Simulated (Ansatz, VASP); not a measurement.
**Si3O2 in VASP and in Ansatz**

```
Si O
1.0
     4.34503    0.00000    0.00000
    -2.17252    3.76291    0.00000
     0.00000    0.00000    4.93214
Si O
3 2
Direct
  0.36880 0.36880 0.00000
  0.63120 0.00000 0.00000
  0.00000 0.63120 0.00000
  0.33333 0.66667 0.26903
  0.66667 0.33333 0.73097
```

Change from the starting cell: species swapped into the Ce2O3 type (P321, No. 150).

Alike in both runs: functional PBE; k mesh 6 × 6 × 4; occupations gaussian, width 0.1 eV; no spin polarisation.

Ansatz relaxed the structure, and its values are those at the end. VASP's run is a single point on that final structure, the one shown.

```csv
,VASP,Ansatz
version,VASP 6.6.1,Ansatz 0.2.0
potentials or method,"VASP PAW PBE potentials, release 64 (Si, O_h), cutoff 910 eV","scalar-relativistic, plane waves, PAW"
valence electrons in the cell,24,24
```

|  | VASP | Ansatz | Ansatz less VASP |
| --- | --- | --- | --- |
| gap on the k mesh at the Fermi level (eV) | none | none | - |
| rms of the force components (eV/Å) | 0.007 | 0.007 | -0.0003 |

A gap of «none» marks a metal or a gap that the smearing closes.

Noted on VASP's run: the cutoff is short for stress, so the pressure is rough.
